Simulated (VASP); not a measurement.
Runs of VASP 6.6.1 on Pt. The structure is that of space group Fm-3m (No. 225), or close to it. The cells are those of the table. 

```csv
task,cell,k mesh,cutoff (eV),smearing,gap on the mesh (eV),pressure (GPa),relaxed volume (Å³/atom)
single point,"a = 2.788 Å, angles 60.0°, 1 atom",8 × 8 × 8,520,gaussian 0.1 eV,none,-6.3,-
relaxation of cell and atoms,"relaxed from a = 2.788 Å, angles 60.0°, 1 atom",18 × 18 × 18,600,gaussian 0.1 eV,none,0.0,15.02
single point,"a = 2.773 Å, angles 60.0°, 1 atom",18 × 18 × 18,520,fermi-dirac 0.15 eV,none,-0.4,-
relaxation of cell and atoms,"relaxed from a = 2.770 Å, angles 60.0°, 1 atom",18 × 18 × 18,600,fermi-dirac 0.15 eV,none,0.0,(a)
single point,"a = 2.770 Å, angles 60.0°, 1 atom",18 × 18 × 18,520,gaussian 0.1 eV,none,-0.4,-
```

Alike in all rows: level PBEsol; potentials or basis VASP PAW PBE potentials, release 64 (Pt); no spin polarisation.

**Question.** Fill in the values left out.

**Answer.** (a) 15.06.

Caveats: the PAW data sets were made with another functional, which shifts forces and pressure a little; spin-orbit coupling is left out, which moves the levels of the heavy elements; the cell stands under tension (at least some runs).

A k mesh can miss the band edges, and the runs leave out spin-orbit coupling on Pt.

A gap of «none» marks levels without a gap at the run's occupations.
